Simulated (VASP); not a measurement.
Crystal: NaRuS3.

```xyz
5
Lattice="4.3615 0.0000 0.0000 0.0000 4.3615 0.0000 0.0000 0.0000 4.3814" Properties=species:S:1:pos:R:3 pbc="T T T"
Na    0.0000    0.0000    0.0000
Ru    2.1808    2.1808    2.1907
S     2.1808    2.1808    0.0000
S     2.1808    0.0000    2.1907
S     0.0000    2.1808    2.1907
```

| Item | Value |
| --- | --- |
| Program | VASP 6.6.1 |
| Task | relaxation of cell and atoms |
| Functional | PBE |
| Potentials or basis | VASP PAW PBE potentials, release 64 (Na_pv, Ru_pv, S) |
| Cutoff | 600 eV |
| k mesh | 4 × 4 × 4 |
| Occupations | gaussian, width 0.1 eV |
| Spin | no spin polarisation |

At the start: pressure 26.1 GPa; volume 16.67 Å³/atom.

Where does the relaxation end?

Over 3 steps the energy falls by 257.7 meV/atom and the volume is 20.55 Å³/atom (+23.3 %); space group Pm-3m (No. 221, to 0.1 Å) before and after.

Step by step:
| step | energy change (eV) | largest force (eV/Å) | pressure (GPa) | volume (Å³) |
| --- | --- | --- | --- | --- |
| 1 | 0.0000 | 0.0000 | 26.12 | 83.35 |
| 2 | -0.7427 | 0.0000 | -8.21 | 120.61 |
| 3 | -1.2885 | 0.0000 | -0.16 | 102.74 |

Final structure:
```
CELL_PARAMETERS angstrom
4.67961 0.00000 0.00000
0.00000 4.67961 0.00000
0.00000 0.00000 4.69176
ATOMIC_POSITIONS crystal
Na 0.00000 0.00000 0.00000
Ru 0.50000 0.50000 0.50000
S 0.50000 0.50000 0.00000
S 0.50000 0.00000 0.50000
S 0.00000 0.50000 0.50000
```

Caveat: the k points lie up to 0.34 Å⁻¹ apart in the final cell; the volume moved by over 15 % at a fixed basis, so the end points are rough; the highest band is partly filled, so the run has too few bands.
